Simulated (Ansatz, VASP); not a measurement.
**InAs in VASP and in Ansatz**

Contents of INCAR:

```
ALGO = Normal
EDIFF = 1E-6
ENCUT = 520
GGA = PE
ISIF = 2
ISMEAR = 0
LASPH = True
LCHARG = True
LELF = True
LREAL = False
LVHAR = True
LWAVE = False
NBANDS = 16
NELM = 60
PREC = Accurate
SIGMA = 0.15
```

File KPOINTS:

```
k-points
0
Gamma
  14 14 14
```

File POSCAR:

```
InAs
1.0
    0.0000000000      2.7820800000      3.0240000000
    2.7820800000      0.0000000000      3.0240000000
    2.7820800000      2.7820800000      0.0000000000
In As
1 1
Direct
    0.0000000000      0.0000000000      0.0000000000
    0.7500000000      0.7500000000      0.7500000000
```

Input for Ansatz:

```yaml
crystal:
  lattice:
    - [0.0, 2.78208, 3.024]
    - [2.78208, 0.0, 3.024]
    - [2.78208, 2.78208, 0.0]
  atoms:
    - { symbol: In, position: [0.0, 0.0, 0.0] }
    - { symbol: As, position: [0.75, 0.75, 0.75] }
basis:
  ecutwfc: 420
kpoints:
  mp_grid: { grid: [14, 14, 14] }
hamiltonian:
  xc: pbe
scf:
  occupations: { method: gaussian, width: 0.15 }
output:
  forces: true
  stress: true
  eigenvalues: true
  write_density: true
  write_potential: true
  elf: true
  volumetric_format: npy
```

Change from the starting cell: strain -0.080 along x and y, +0.000 along z, atoms carried along.

Alike in both runs: task single point; functional PBE; k mesh 14 × 14 × 14; occupations gaussian, width 0.15 eV; no spin polarisation.

|  | VASP | Ansatz |
| --- | --- | --- |
| version | VASP 6.6.1 | Ansatz 0.2.0 |
| potentials or method | VASP PAW PBE potentials, release 64 (In_d, As), cutoff 520 eV | scalar-relativistic, plane waves, PAW |
| valence electrons in the cell | 18 | 28 |

```tsv
	VASP	Ansatz	Ansatz less VASP
gap on the k mesh at the Fermi level (eV)	0.45	0.44	-0.007
least direct gap on the mesh (eV)	0.45	0.44	-0.007
pressure (GPa)	19.6	19.5	-0.13
traceless stress, the component that is largest in VASP (GPa)	-1.63	-1.64	-0.008
```

The functional is the same, so the differences come from potentials, cutoffs and numerics. VASP's potentials hold 18 valence electrons a cell and Ansatz's 28, so a difference there can come from the potentials and not from the codes.
